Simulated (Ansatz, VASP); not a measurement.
**NiO: VASP beside Ansatz**

```
Ni O
1.0
     0.00000    2.09131    2.09131
     2.09131    0.00000    2.09131
     2.09131    2.09131    0.00000
Ni O
1 1
Direct
  0.00000 0.00000 0.00000
  0.50000 0.50000 0.50000
```

Alike in both runs: task single point; functional LDA; k mesh 12 × 12 × 12; occupations gaussian, width 0.05 eV; collinear spin; Hubbard terms Ni d U = 4.2 eV.

|  | VASP | Ansatz |
| --- | --- | --- |
| version | VASP 6.6.1 | Ansatz 0.2.0 |
| potentials or method | VASP PAW LDA potentials, release 64 (Ni_sv_GW, O), cutoff 700 eV | scalar-relativistic, plane waves, PAW |
| valence electrons in the cell | 24 | 24 |

Ansatz gave:

* gap on the k mesh at the Fermi level (eV): 0.70
* least direct gap on the mesh (eV): 1.62
* pressure (GPa): -7.9
* net moment per atom (μB): 1.00
* size of the moment on the site where the two differ most (μB): 1.64

Question: Which values does VASP return?

Answer: gap on the k mesh at the Fermi level (eV): 0.89; least direct gap on the mesh (eV): 1.84; pressure (GPa): -10.4; net moment per atom (μB): 1.00; size of the moment on the site where the two differ most (μB): 1.70.

LDA's correlation is that of Perdew and Zunger in VASP and of Perdew and Wang (1992) in Ansatz. Site moments also hang on the region over which each program counts them. The programs project onto different local orbitals, so the same U acts differently, and such runs can settle in different states. Ansatz's warnings: stability check not made.
